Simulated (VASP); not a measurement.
Here is a VASP 6.6.1 calculation.

File POSCAR:

```
Cu
1.0
    4.5451661564      0.0000000000      0.0000000000
    0.0000000000      4.5451661564      0.0000000000
    0.0000000000      0.0000000000      4.5451661564
Cu
8
Direct
    0.0000000000      0.0000000000      0.0000000000
    0.5000000000      0.5000000000      0.5000000000
    0.2500000000      1.0000000000      0.5000000000
    0.7500000000      1.0000000000      0.5000000000
    0.5000000000      0.2500000000      1.0000000000
    0.5000000000      0.7500000000      0.0000000000
    0.0000000000      0.5000000000      0.2500000000
    0.0000000000      0.5000000000      0.7500000000
```

File INCAR.step1:

```
SYSTEM = Cu
PREC = Accurate ; ENCUT = 520
ISMEAR = -1 ; SIGMA = 0.1
LREAL = .False. ; LASPH = .True.
NELM = 80 ; NBANDS = 54
GGA = PE ; ALGO = Normal
EDIFF = 1E-4 ; LWAVE = .True.
LCHARG = .False.
```

The input INCAR.step2:

```
SYSTEM = Cu
PREC = Accurate ; ENCUT = 520
EDIFF = 1E-6 ; ISMEAR = -1
SIGMA = 0.1 ; LREAL = .False.
LASPH = .True. ; NELM = 80
ALGO = Normal ; ISIF = 2
LWAVE = .False. ; LCHARG = .False.
METAGGA = R2SCAN ; LMIXTAU = .True.
NBANDS = 54 ; ISTART = 1
```

File KPOINTS:

```
Automatic mesh
0
Gamma
  8 8 8
  0 0 0
```

Potentials or basis: VASP PAW PBE potentials, release 64 (Cu).

The run is started by

```console
$ cat potpaw_PBE.64/Cu/POTCAR > POTCAR
$ cp INCAR.step1 INCAR
$ mpirun -np 1 vasp_std > vasp.out
$ cp INCAR.step2 INCAR
$ mpirun -np 1 vasp_std > vasp.out
```

**Question.** What does it give for the pressure?

**Answer.** 0.9 GPa.

**Question.** Estimate the band gap on the k mesh.

**Answer.** Zero (bands 44 and 45 overlap by 1.83 eV).

Caveat: the PAW data sets were made with another functional, which shifts forces and pressure a little.
